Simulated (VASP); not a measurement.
A run of VASP 6.6.1 is set up as follows.

File INCAR:

```
SYSTEM = Al
  PREC = Accurate
  ENCUT = 520
  EDIFF = 1E-7
  ISMEAR = -1
  SIGMA = 0.15
  LREAL = Auto
  LASPH = .True.
  NELM = 60
  ALGO = Normal
  ISIF = 2
  LWAVE = .False.
  LCHARG = .False.
  GGA = PE
  NBANDS = 38
```

Contents of KPOINTS:

```
regular mesh
0
Gamma
  3 3 1
  0 0 0
```

POSCAR

```
Al
1.0
    5.7275650000      0.0000000000      0.0000000000
    0.0000000000      5.7275650000      0.0000000000
    0.0000000000      0.0000000000     18.0750000000
Al
16
Direct
    0.2500000000      0.2500000000      0.0553250000
    0.7500000000      0.2500000000      0.0553250000
    0.2500000000      0.7500000000      0.0553250000
    0.7500000000      0.7500000000      0.0553250000
    0.0000000000      0.0000000000      0.1647103474
    0.5000000000      0.0000000000      0.1647103474
    0.0000000000      0.5000000000      0.1647103474
    0.5000000000      0.5000000000      0.1647103474
    0.2500000000      0.2500000000      0.2808086226
    0.7500000000      0.2500000000      0.2808086226
    0.2500000000      0.7500000000      0.2808086226
    0.7500000000      0.7500000000      0.2808086226
    0.0000000000      0.0000000000      0.3901347575
    0.5000000000      0.0000000000      0.3901347575
    0.0000000000      0.5000000000      0.3901347575
    0.5000000000      0.5000000000      0.3901347575
```

Potentials or basis: VASP PAW PBE potentials, release 64 (Al).

The run is started by

```sh
$ cat potpaw_PBE.64/Al/POTCAR > POTCAR
$ mpirun -np 1 vasp_std > vasp.out
```

(1) Predict the largest force.

(2) What does it give for the band gap on the k mesh?

## Answers

(1) 0.066 eV/Å.

(2) zero (filled and empty bands touch).

Caveat: the k points lie up to 0.37 Å⁻¹ apart; there is no dipole correction, which matters where the two faces differ.
